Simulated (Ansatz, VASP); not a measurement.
Two plane-wave programs on WSe

INCAR

```
SYSTEM = WSe
  ALGO = Normal
  EDIFF = 1E-6
  ENCUT = 520
  GGA = PE
  ISIF = 2
  ISMEAR = 0
  ISPIN = 2
  LASPH = .TRUE.
  LCHARG = .TRUE.
  LDAU = .TRUE.
  LDAUJ = 0 0
  LDAUL = 2 -1
  LDAUPRINT = 1
  LDAUTYPE = 2
  LDAUU = 6.2 0
  LELF = .TRUE.
  LMAXMIX = 4
  LORBIT = 11
  LREAL = .FALSE.
  LVHAR = .TRUE.
  LWAVE = .FALSE.
  MAGMOM = 2.5 0
  NBANDS = 21
  NELM = 150
  PREC = Accurate
  SIGMA = 0.1
```

The input KPOINTS:

```
k-points
0
G
  12 12 12
  0 0 0
```

POSCAR

```
WSe
1.0
    0.0000000000      3.1233880268      3.1233880268
    3.1233880268      0.0000000000      3.1233880268
    3.1233880268      3.1233880268      0.0000000000
W Se
1 1
Direct
    0.0000000000      0.0000000000      0.0000000000
    0.2500000000      0.2500000000      0.2500000000
```

Input for Ansatz:

```yaml
crystal:
  lattice:
    - [0.0, 3.1233880268, 3.1233880268]
    - [3.1233880268, 0.0, 3.1233880268]
    - [3.1233880268, 3.1233880268, 0.0]
  atoms:
    - { symbol: W, position: [0.0, 0.0, 0.0], spin: 2.5 }
    - { symbol: Se, position: [0.25, 0.25, 0.25] }
basis:
  ecutwfc: 420
kpoints:
  mp_grid: { grid: [12, 12, 12] }
hamiltonian:
  xc: pbe
  hubbard: { sites: [{ species: W, l: d, u_eff: 6.2 }] }
scf:
  occupations: { method: gaussian, width: 0.1 }
output:
  forces: true
  stress: true
  eigenvalues: true
  populations: true
magnetization:
  spin_polarized: true
```

Alike in both runs: task single point; functional PBE; k mesh 12 × 12 × 12; occupations gaussian, width 0.1 eV; collinear spin; Hubbard terms W d U = 6.2 eV.

```csv
,VASP,Ansatz
version,VASP 6.6.1,Ansatz 0.2.0
potentials or method,"VASP PAW PBE potentials, release 64 (W_sv, Se), cutoff 520 eV","scalar-relativistic, plane waves, PAW"
valence electrons in the cell,20,30
```

|  | VASP | Ansatz | Ansatz less VASP |
| --- | --- | --- | --- |
| gap on the k mesh at the Fermi level (eV) | none | none | - |
| pressure (GPa) | -1.7 | 0.0 | +1.69 |
| net moment per atom (μB) | 2.00 | 2.00 | 0.000 |
| size of the moment on the site where the two differ most (μB) | 3.24 | 2.96 | -0.281 |

Site moments also hang on the region over which each program counts them. The programs project onto different local orbitals, so the same U acts differently, and such runs can settle in different states. A gap of «none» marks a metal or a gap that the smearing closes. VASP's potentials hold 20 valence electrons a cell and Ansatz's 30, so a difference there can come from the potentials and not from the codes. Ansatz's warnings: filled band counts differ across k points.

Neither program's run includes spin-orbit coupling.
